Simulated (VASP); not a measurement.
Input of a VASP 6.6.1 run:

The input INCAR:

```
SYSTEM = FeO
  PREC = Accurate
  ENCUT = 520
  EDIFF = 1E-6
  ISMEAR = 0
  SIGMA = 0.05
  LREAL = .FALSE.
  LASPH = .TRUE.
  NELM = 150
  ALGO = Normal
  ISIF = 2
  LWAVE = .FALSE.
  LCHARG = .FALSE.
  ISPIN = 2
  MAGMOM = 3.79 0
  LORBIT = 11
  LMAXMIX = 4
  GGA = PE
  NBANDS = 18
```

Contents of KPOINTS:

```
regular mesh
0
G
  14 14 14
  0 0 0
```

POSCAR

```
FeO
1.0
    0.0000000000      2.2188867655      2.1542589956
    2.1542589956      0.0000000000      2.1542589956
    2.1542589956      2.2188867655      0.0000000000
Fe O
1 1
Direct
    0.0000000000      0.0000000000      0.0000000000
    0.5000000000      0.5000000000      0.5000000000
```

Potentials or basis: VASP PAW PBE potentials, release 64 (Fe, O).

Run with:

```console
$ cat potpaw_PBE.64/Fe/POTCAR potpaw_PBE.64/O/POTCAR > POTCAR
$ mpirun -np 1 vasp_std > vasp.out
```

Question: What does it give for the band gap on the k mesh?

Answer: Zero (filled and empty bands overlap).

Question: Predict the net moment.

Answer: 4.00 μB per cell.

Question: What does it give for the site moments?

Answer: Fe +3.62; O +0.30 μB.

Stress tensor (GPa, compression positive):
```
-4.02  0.00  0.00
 0.00 -6.59  0.00
 0.00  0.00 -4.02
```

Caveat: the cell stands under tension; a cell with one magnetic atom can't hold antiferromagnetic order, which such compounds often take; semilocal functionals often make such compounds metallic where correlation or magnetic order opens a gap, which also shifts bond lengths. With open d or f shells a metallic result of PBE can be an artefact of self-interaction; +U or a hybrid may open a gap.
